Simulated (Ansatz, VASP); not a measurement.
Two plane-wave programs on TiC

```xyz
4
Lattice="2.3756 -1.5612 0.0000 2.3756 1.5612 0.0000 0.0000 0.0000 5.7919" Properties=species:S:1:pos:R:3 pbc="T T T"
Ti    2.3756    0.0000    0.0000
Ti    2.3756    0.0000    2.8960
C     2.3756    1.5588    1.4480
C     2.3756   -1.5588    4.3440
```

Alike in both runs: functional PBE; k mesh 6 × 6 × 4; occupations gaussian, width 0.1 eV; no spin polarisation.

Ansatz relaxed the structure, and its values are those at the end. VASP's run is a single point on that final structure, the one shown.

|  | VASP | Ansatz |
| --- | --- | --- |
| version | VASP 6.6.1 | Ansatz 0.2.0 |
| potentials or method | VASP PAW PBE potentials, release 64 (Ti_sv, C), cutoff 520 eV | scalar-relativistic, plane waves, PAW |
| valence electrons in the cell | 32 | 32 |

```csv
,VASP,Ansatz,Ansatz less VASP
gap on the k mesh at the Fermi level (eV),none,none,-
pressure (GPa),0.1,0.0,-0.16
rms of the force components (eV/Å),0.015,0.015,-0.0001
```

A gap of «none» marks a metal or a gap that the smearing closes.

The k mesh is coarse, so the values compare programs but aren't converged.
